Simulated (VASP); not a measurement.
# Te (Fd-3m) in VASP: further runs

The runs below take Te through relaxation of cell and atoms, with PBE.

Everything below comes from runs of VASP 6.6.1. Logs are shortened: lines on timing, memory, paths and dates and some standing lists are left out, and cuts for length are marked.

### Step 1. The cell of the first run

The structure is cubic, space group Fd-3m (No. 227). The conventional cell has a = 6.619 Å, b = 6.619 Å, c = 6.619 Å, α = 90.00°, β = 90.00°, γ = 90.00°. Within 3.8 Å of Te (site symmetry -43m) lie 4 Te at 2.87 Å.

### Step 2. Relaxation of cell and atoms, PBE

Input file INCAR:

```
SYSTEM = Te
ALGO     = Normal         ! electronic algorithm
EDIFF    = 1E-6           ! SCF threshold, eV
EDIFFG   = -0.005         ! ionic threshold
ENCUT    = 600            ! plane-wave cutoff, eV
GGA      = PE             ! functional
IBRION   = 2              ! ionic algorithm
ISIF     = 3              ! what is computed and relaxed
ISMEAR   = -1             ! smearing method
LASPH    = .True.         ! aspherical terms in the spheres
LCHARG   = .False.        ! write CHGCAR
LREAL    = .False.        ! projectors in reciprocal space
LWAVE    = .False.        ! write WAVECAR
NELM     = 100            ! most SCF steps
NSW      = 60             ! ionic steps
PREC     = Accurate       ! precision mode
SIGMA    = 0.05           ! smearing width, eV
```

Input file KPOINTS:

```
k-points
0
Gamma
  11 11 11
  0 0 0
```

Input file POSCAR:

```
Te
1.0
    0.0000000000      3.3095529740      3.3095529740
    3.3095529740      0.0000000000      3.3095529740
    3.3095529740      3.3095529740      0.0000000000
Te
2
Direct
   -0.1250000000     -0.1250000000     -0.1250000000
    0.1250000000      0.1250000000      0.1250000000
```

Potentials or basis: VASP PAW PBE potentials, release 64 (Te).

Started as:

```bash
> cat potpaw_PBE.64/Te/POTCAR > POTCAR
> mpirun -np 1 vasp_std > vasp.out
```

OUTCAR:

```text
SYSTEM = Te
   EDIFF = 1E-6
   EDIFFG = -0.005
   ENCUT = 600
   GGA = PE
   IBRION = 2
   ISIF = 3
   ISMEAR = -1
   LASPH = .True.
   LREAL = .False.
   NELM = 100
   NSW = 60
   PREC = Accurate

 ion  position               nearest neighbor table
   1  0.875  0.875  0.875-   2 2.87   2 2.87   2 2.87   2 2.87
   2  0.125  0.125  0.125-   1 2.87   1 2.87   1 2.87   1 2.87

  LATTYP: Found a face centered cubic cell.
 ALAT       =     6.6191059480

  Lattice vectors:

 A1 = (   0.0000000000,   3.3095529740,   3.3095529740)
 A2 = (   3.3095529740,   0.0000000000,   3.3095529740)
 A3 = (   3.3095529740,   3.3095529740,   0.0000000000)

Analysis of symmetry for initial positions (statically):
=====================================================================
 Subroutine PRICEL returns:
 Original cell was already a primitive cell.

 Routine SETGRP: Setting up the symmetry group for a
 face centered cubic supercell.

 Subroutine GETGRP returns: Found 48 space group operations
 (whereof 12 operations were pure point group operations)
 out of a pool of 48 trial point group operations.

The static configuration has the point symmetry D_3d.
 The point group associated with its full space group is O_h .

Analysis of symmetry for dynamics (positions and initial velocities):
=====================================================================
 Subroutine PRICEL returns:
 Original cell was already a primitive cell.

 Routine SETGRP: Setting up the symmetry group for a
 face centered cubic supercell.

 Subroutine GETGRP returns: Found 48 space group operations
 (whereof 12 operations were pure point group operations)
 out of a pool of 48 trial point group operations.

The dynamic configuration has the point symmetry D_3d.
 The point group associated with its full space group is O_h .

 Subroutine INISYM returns: Found 48 space group operations
 (whereof 12 operations are pure point group operations),
 and found     1 'primitive' translations

----------------------------------------------------------------------------------------

                                     Primitive cell

  volume of cell :      72.5000

  direct lattice vectors                    reciprocal lattice vectors
     0.000000000  3.309552974  3.309552974    -0.151077805  0.151077805  0.151077805
     3.309552974  0.000000000  3.309552974     0.151077805 -0.151077805  0.151077805
     3.309552974  3.309552974  0.000000000     0.151077805  0.151077805 -0.151077805

  length of vectors
     4.680414701  4.680414701  4.680414701     0.261674435  0.261674435  0.261674435

  position of ions in fractional coordinates (direct lattice)
     0.875000000  0.875000000  0.875000000
     0.125000000  0.125000000  0.125000000

  ion indices of the primitive-cell ions
   primitive index   ion index
                 1           1
                 2           2

----------------------------------------------------------------------------------------

 KPOINTS: k-points

Automatic generation of k-mesh.
 Grid dimensions read from file:
 generate k-points for:   11   11   11

 Generating k-lattice:

  Cartesian coordinates                     Fractional coordinates (reciprocal lattice)
    -0.013734346  0.013734346  0.013734346     0.090909091  0.000000000  0.000000000
     0.013734346 -0.013734346  0.013734346     0.000000000  0.090909091  0.000000000
     0.013734346  0.013734346 -0.013734346     0.000000000  0.000000000  0.090909091

  Length of vectors
     0.023788585  0.023788585  0.023788585

  Shift w.r.t. Gamma in fractional coordinates (k-lattice)
     0.000000000  0.000000000  0.000000000

 Subroutine IBZKPT returns following result:
 ===========================================

 Found     56 irreducible k-points:

 Following reciprocal coordinates:
            Coordinates               Weight
  0.000000  0.000000  0.000000      1.000000
  0.090909  0.000000  0.000000      8.000000
  0.181818  0.000000  0.000000      8.000000
  0.272727  0.000000  0.000000      8.000000
  0.363636  0.000000  0.000000      8.000000
  0.454545  0.000000  0.000000      8.000000
[... 16 lines left out ...]
 -0.272727  0.181818  0.000000     24.000000
 -0.181818  0.181818  0.000000     12.000000
 [... further k-points ...]
   k-points           NKPTS =     56   k-points in BZ     NKDIM =     56   number of bands    NBANDS=     10
   number of dos      NEDOS =    301   number of ions     NIONS =      2
   total plane-waves  NPLWV =  64000
   dimension x,y,z NGX =    40 NGY =   40 NGZ =   40
   dimension x,y,z NGXF=    80 NGYF=   80 NGZF=   80
   ions per type =               2
   NGX,Y,Z   is equivalent  to a cutoff of  14.21, 14.21, 14.21 a.u.
   NGXF,Y,Z  is equivalent  to a cutoff of  28.42, 28.42, 28.42 a.u.
 SYSTEM =  Te
   PREC   = accura    normal or accurate (medium, high low for compatibility)
   ISTART =      0    job   : 0-new  1-cont  2-samecut
   ICHARG =      2    charge: 1-file 2-atom 10-const
   ISPIN  =      1    spin polarized calculation?
   LNONCOLLINEAR =      F non collinear calculations
   LSORBIT =      F    spin-orbit coupling
   LASPH  =      T    aspherical Exc in radial PAW
   ENCUT  =  600.0 eV  44.10 Ry    6.64 a.u.   9.35  9.35  9.35*2*pi/ulx,y,z
   NELM   =    100;   NELMIN=  2; NELMDL= -5     # of ELM steps
   EDIFF  = 0.1E-05   stopping-criterion for ELM
   LREAL  =      F    real-space projection
   EDIFFG = -.5E-02   stopping-criterion for IOM
   NSW    =     60    number of steps for IOM
   IBRION =      2    ionic relax: 0-MD 1-quasi-New 2-CG
   NFREE  =      1    steps in history (QN), initial steepest desc. (CG)
   ISIF   =      3    stress and relaxation
   ISYM   =      2    0-nonsym 1-usesym 2-fastsym
   POTIM  = 0.5000    time-step for ionic-motion
   TEBEG  =    0.0;   TEEND  =   0.0 temperature during run
   PSTRESS=    0.0 pullay stress
   NELECT =      12.0000    total number of electrons
   NUPDOWN=      -1.0000    fix difference up-down
   EMIN   =  10.00;   EMAX   =-10.00  energy-range for DOS
   EFERMI =   0.00;   METHOD = LEGACY
   ISMEAR =    -1;   SIGMA  =   0.05  broadening in eV -4-tet -1-fermi 0-gaus
   EFERMI_NEDOS =   21; number of points for ismear=-14 and -15
   IALGO  =     38    algorithm
   IMIX   =      4    mixing-type and parameters
     AMIX     =   0.40;   BMIX     =  1.00
     AMIX_MAG =   1.60;   BMIX_MAG =  1.00
  volume/ion in A,a.u.               =      36.25       244.63
  Fermi-wavevector in a.u.,A,eV,Ry     =   0.898854  1.698588 10.992675  0.807939
  Thomas-Fermi vector in A             =   2.021615
   LORBIT       =      0    0 simple, 1 ext, 2 COOP (PROOUT), +10 PAW based schemes
   GGA     = PE    functional components
   LHFCALC =     F    Hartree Fock is set to
   AEXX    =    0.0000 exact exchange contribution
   IVDW    =     0    specifies the selected vdW correction
   LEPSILON=     F    determine dielectric tensor
   LRPA    =     F    only Hartree local field effects (RPA)
 conjugate gradient relaxation of ions
 non-spin polarized calculation
  energy-cutoff  :      600.00
  volume of cell :       72.50
 maximum number of plane-waves:      2442
 NGX is ok and might be reduce to    40
   NGX = 19   NGY = 19   NGZ = 19

--------------------------------------- Ionic step        1  -------------------------------------------

 number of electron      12.0000001 magnetization

 Free energy of the ion-electron system (eV)
  ---------------------------------------------------
  ext. energy  EPLUGINS =         0.00000000
  ---------------------------------------------------
  free energy    TOTEN  =        -4.89472511 eV

  energy without entropy =       -4.87769967  energy(sigma->0) =       -4.88621239

------------------------ aborting loop because EDIFF is reached ----------------------------------------

  FORCE on cell =-STRESS in cart. coord.  units (eV):
  Direction    XX          YY          ZZ          XY          YZ          ZX
  --------------------------------------------------------------------------------------
  -------------------------------------------------------------------------------------
  Total        5.0221684      5.0221684      5.0221684     -0.0000000      0.0000000     -0.0000000
  in kB      110.9848869    110.9848869    110.9848869     -0.0000000      0.0000000     -0.0000000
  external PRESSURE =     110.9848869 kB  Pullay stress =       0.0000000 kB
[... 129 lines left out ...]
  energy  without entropy=       -5.4394175770  energy(sigma->0) =       -5.44792962

--------------------------------------- Ionic step        5  -------------------------------------------

 number of electron      12.0000000 magnetization

 Free energy of the ion-electron system (eV)
  ---------------------------------------------------
  ext. energy  EPLUGINS =         0.00000000
  ---------------------------------------------------
  free energy    TOTEN  =        -5.45644794 eV

  energy without entropy =       -5.43942511  energy(sigma->0) =       -5.44793652

 E-fermi :   3.2420     XC(G=0):  -7.5462

 val. band max:        3.2314669126   @ k =  -0.2727   0.0909   0.0000
 cond. band min:       3.2525284367   @ k =  -0.2727   0.1818   0.0000
 fundamental gap:      0.0210615241
 Fermi energy:         3.2419896000

 k-point     1 :       0.0000    0.0000    0.0000
  band No.  band energies     occupation
      1      -9.6553      2.00000
      2      -5.4534      2.00000
      3       0.2888      2.00000
      4       0.2888      2.00000
      5       0.2888      2.00000
      6       2.5840      2.00000
      7       2.5840      2.00000
      8       2.5840      2.00000
      9       6.9547      0.00000
     10       9.2129      0.00000
[... 287 lines left out ...]
 k-point    24 :      -0.1818    0.1818    0.0000
  band No.  band energies     occupation
      1      -9.2148      2.00000
      2      -6.4122      2.00000
      3      -0.6548      2.00000
      4      -0.0537      2.00000
      5       0.6103      2.00000
      6       3.0390      1.96606
      7       3.1562      1.69498
      8       3.8483      0.00001
      9       8.3085      0.00000
     10       8.4589      0.00000

 [... further k-points ...]

------------------------ aborting loop because EDIFF is reached ----------------------------------------

  FORCE on cell =-STRESS in cart. coord.  units (eV):
  Direction    XX          YY          ZZ          XY          YZ          ZX
  --------------------------------------------------------------------------------------
  -------------------------------------------------------------------------------------
  Total       -0.0007521     -0.0007521     -0.0007521      0.0000000     -0.0000000      0.0000000
  in kB       -0.0130053     -0.0130053     -0.0130053      0.0000000     -0.0000000      0.0000000
  external PRESSURE =      -0.0130053 kB  Pullay stress =       0.0000000 kB
[... 17 lines left out ...]
  FREE ENERGIE OF THE ION-ELECTRON SYSTEM (eV)
  ---------------------------------------------------
  free  energy   TOTEN  =        -5.4564479385 eV

  energy  without entropy=       -5.4394251080  energy(sigma->0) =       -5.44793652

 reached required accuracy - stopping structural energy minimisation
```

Run time: 3.2 min. Hardware: 1 thread of Intel Xeon 6975P-C, shared host; peak memory 0.27 GiB.

What came out:

- Free energy: -5.4564 eV
- Relaxed volume: 46.33 Å³/atom
- Relaxed cell: a = 5.079 Å, b = 5.079 Å, c = 5.079 Å, α = 60.00°, β = 60.00°, γ = 60.00°
- Space group after relaxing (to 0.05 Å): Fd-3m (No. 227)
- Energy gained by relaxing: 280.9 meV/atom
- Ionic steps: 5
- Pressure after relaxing: 0.0 GPa
- Band gap on the k mesh: zero (band 6 reaches 3.49 eV, above the bottom of band 7 at 2.58 eV)

Step by step:
```
step  energy change (eV)  largest force (eV/Å)  pressure (GPa)  volume (Å³)
   1              0.0000                0.0000           11.10        72.50
   2             -0.4935                0.0000           -2.10       102.17
   3             -0.5616                0.0000            0.10        92.31
   4             -0.5617                0.0000           -0.02        92.74
   5             -0.5617                0.0000            0.00        92.66
```

Final structure:
```
Te
1.0
     0.00000    3.59160    3.59160
     3.59160    0.00000    3.59160
     3.59160    3.59160    0.00000
Te
2
Direct
  0.87500 0.87500 0.87500
  0.12500 0.12500 0.12500
```

Caveat: the volume moved by over 15 % at a fixed basis, so the end points are rough; spin-orbit coupling is left out, which moves the levels of the heavy elements.

### Step 3. Relaxation of cell and atoms, PBE

This run uses another cell than the first one, of 46.36 Å³/atom, 1.279 times its volume.

Input file INCAR:

```
  PREC = Accurate
  ENCUT = 600
  EDIFF = 1E-6
  ISMEAR = -1
  SIGMA = 0.05
  LREAL = F
  LASPH = T
  NELM = 100
  ALGO = Normal
  ISIF = 3
  LWAVE = F
  LCHARG = F
  GGA = PE
  IBRION = 2
  NSW = 45
  EDIFFG = -0.005
```

Input file KPOINTS:

```
regular mesh
0
Gamma
  11 11 11
```

Input file POSCAR:

```
Te
1.0
    0.0000000000      3.5924843156      3.5924843156
    3.5924843156      0.0000000000      3.5924843156
    3.5924843156      3.5924843156      0.0000000000
Te
2
Direct
   -0.1250000000     -0.1250000000     -0.1250000000
    0.1250000000      0.1250000000      0.1250000000
```

Potentials or basis: VASP PAW PBE potentials, release 64 (Te).

Started as:

```bash
> cat potpaw_PBE.64/Te/POTCAR > POTCAR
> mpirun -np 1 vasp_std > vasp.out
```

It took 2 min on 1 thread of Intel Xeon 6975P-C, shared host; peak memory 0.29 GiB.

The run converged. Its results:

| Quantity | Value |
| --- | --- |
| Free energy | -5.4569 eV |
| Relaxed volume | 46.32 Å³/atom |
| Relaxed cell | a = 5.079 Å, b = 5.079 Å, c = 5.079 Å, α = 60.00°, β = 60.00°, γ = 60.00° |
| Space group after relaxing (to 0.05 Å) | Fd-3m (No. 227) |
| Energy gained by relaxing | 0.0 meV/atom |
| Ionic steps | 2 |
| Pressure after relaxing | 0.0 GPa |
| Band gap on the k mesh | zero (band 6 reaches 3.49 eV, above the bottom of band 7 at 2.58 eV) |

Final structure:
```
Te
1.0
     0.00000    3.59145    3.59145
     3.59145    0.00000    3.59145
     3.59145    3.59145    0.00000
Te
2
Direct
  0.87500 0.87500 0.87500
  0.12500 0.12500 0.12500
```

Levels at points of the mesh, in eV from the Fermi level:
```tsv
k point	band 3	band 4	band 5	band 6	band 7	band 8	band 9	band 10
(0.00, 0.00, 0.00)	-2.95	-2.95	-2.95	-0.66	-0.66	-0.66	3.71	5.97
```

Caveat: spin-orbit coupling is left out, which moves the levels of the heavy elements.
